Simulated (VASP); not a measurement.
A run of VASP 6.6.1:

INCAR

```
SYSTEM = ZnS
  ALGO = Normal
  EDIFF = 1E-7
  ENCUT = 520
  GGA = PE
  ISIF = 2
  ISMEAR = 0
  LASPH = .TRUE.
  LCHARG = .TRUE.
  LELF = .TRUE.
  LREAL = .FALSE.
  LVHAR = .TRUE.
  LWAVE = .FALSE.
  NBANDS = 16
  NELM = 60
  PREC = Accurate
  SIGMA = 0.020999999999999998
```

The input KPOINTS:

```
k-points
0
G
  9 9 9
  0 0 0
```

File POSCAR:

```
ZnS
1.0
    0.0000000000      2.7020000000      2.7020000000
    2.7020000000      0.0000000000      2.7020000000
    2.7020000000      2.7020000000      0.0000000000
Zn S
1 1
Direct
    0.7500000000      0.7500000000      0.7500000000
    0.0000000000      0.0000000000      0.0000000000
```

Potentials or basis: VASP PAW PBE potentials, release 64 (Zn, S).

Command:

```bash
$ cat potpaw_PBE.64/Zn/POTCAR potpaw_PBE.64/S/POTCAR > POTCAR
$ mpirun -np 1 vasp_std > vasp.out
```

Hardware: 1 thread of Intel Xeon 8259CL, on a shared host.

**Question.** How long does it take, and how much memory?

**Answer.** It took 36 s on 1 thread of Intel Xeon 8259CL, on a shared host, peak memory 0.16 GiB. Counts: scf iterations 14, k points 35.
